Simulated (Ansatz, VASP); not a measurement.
**NiO in VASP and in Ansatz**

```
Ni O
1.0
     0.00000    2.08590    2.08590
     2.08590    0.00000    2.08590
     2.08590    2.08590    0.00000
Ni O
1 1
Direct
  0.00000 0.00000 0.00000
  0.50000 0.50000 0.50000
```

Alike in both runs: task relaxation of cell and atoms; functional r2SCAN; k mesh 11 × 11 × 11; occupations fermi-dirac, width 0.05 eV; collinear spin.

|  | VASP | Ansatz |
| --- | --- | --- |
| version | VASP 6.6.1 | Ansatz 0.2.0 |
| potentials or method | VASP PAW PBE potentials, release 64 (Ni, O) | Ansatz PAW |
| plane-wave cutoff (eV) | 600 | 500 |
| valence electrons in the cell | 16 | 24 |

```tsv
	VASP	Ansatz	Ansatz less VASP
gap on the k mesh at the Fermi level, each at its own relaxed structure (eV)	0.77	0.86	+0.086
net moment per atom (μB)	1.00	1.00	0.000
size of the moment on the site where the two differ most (μB)	1.69	1.67	-0.024
relaxed volume (Å³/atom)	9.17	9.18	+0.011
relaxed length of the cell vector where the two differ most in proportion (Å)	2.960	2.962	+0.0012
```

VASP's potentials were made for PBE, not for r2SCAN. Site moments also hang on the region over which each program counts them. VASP's potentials hold 16 valence electrons a cell and Ansatz's 24, so a difference there can come from the potentials and not from the codes.

Noted on Ansatz's run: the magnetic or orbital state may not be the lowest; odd divisions of the mesh miss points on the zone boundary, where band edges often lie, so the gap on the mesh can be too wide; the plane-wave basis is chosen anew once the cell has moved, so the energies of steps on either side of that aren't comparable.
